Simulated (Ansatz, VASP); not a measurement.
## SiC in VASP and in Ansatz

File INCAR:

```
PREC     = Accurate       # precision mode
ENCUT    = 520            # plane-wave cutoff, eV
EDIFF    = 1E-7           # SCF threshold, eV
ISMEAR   = 0              # smearing method
SIGMA    = 0.05           # smearing width, eV
LREAL    = F              # projectors in reciprocal space
LASPH    = T              # aspherical terms in the spheres
NELM     = 80             # most SCF steps
ALGO     = Normal         # electronic algorithm
ISIF     = 2              # what is computed and relaxed
LWAVE    = F              # write WAVECAR
LCHARG   = F              # write CHGCAR
GGA      = PE             # functional
NBANDS   = 11             # bands
```

KPOINTS

```
Automatic mesh
0
Gamma
  12 12 12
```

File POSCAR:

```
SiC
1.0
    0.0000000000      2.3357507198      2.3357507198
    2.3357507198      0.0000000000      2.3357507198
    2.2158488495      2.2158488495      0.1199018703
Si C
1 1
Direct
    0.0000000000      0.0000000000      0.0000000000
    0.7500000000      0.7500000000      0.7500000000
```

Input for Ansatz:

```yaml
crystal:
  lattice:
    - [0.0, 2.3357507198, 2.3357507198]
    - [2.3357507198, 0.0, 2.3357507198]
    - [2.2158488495, 2.2158488495, 0.1199018703]
  atoms:
    - { symbol: Si, position: [0.0, 0.0, 0.0] }
    - { symbol: C, position: [0.75, 0.75, 0.75] }
basis:
  ecutwfc: 520.0
kpoints:
  mp_grid: { grid: [12, 12, 12] }
hamiltonian:
  xc: pbe
scf:
  occupations: { method: gaussian, width: 0.05 }
output:
  forces: true
  stress: true
  eigenvalues: true
```

Alike in both runs: task single point; functional PBE; k mesh 12 × 12 × 12; occupations gaussian, width 0.05 eV; no spin polarisation.

```csv
,VASP,Ansatz
version,VASP 6.6.1,Ansatz 0.2.0
potentials or method,"VASP PAW PBE potentials, release 64 (Si, C), cutoff 520 eV","scalar-relativistic, plane waves, PAW"
valence electrons in the cell,8,8
```

```tsv
	VASP	Ansatz	Ansatz less VASP
gap on the k mesh at the Fermi level (eV)	1.21	1.22	+0.006
least direct gap on the mesh (eV)	3.89	3.89	+0.003
pressure (GPa)	-17.6	-17.6	0.00
traceless stress, the component that is largest in VASP (GPa)	10.92	10.88	-0.042
rms of the force components (eV/Å)	0.295	0.295	-0.0003
```

Atom by atom the forces differ by 0.000 eV/Å (rms over components).
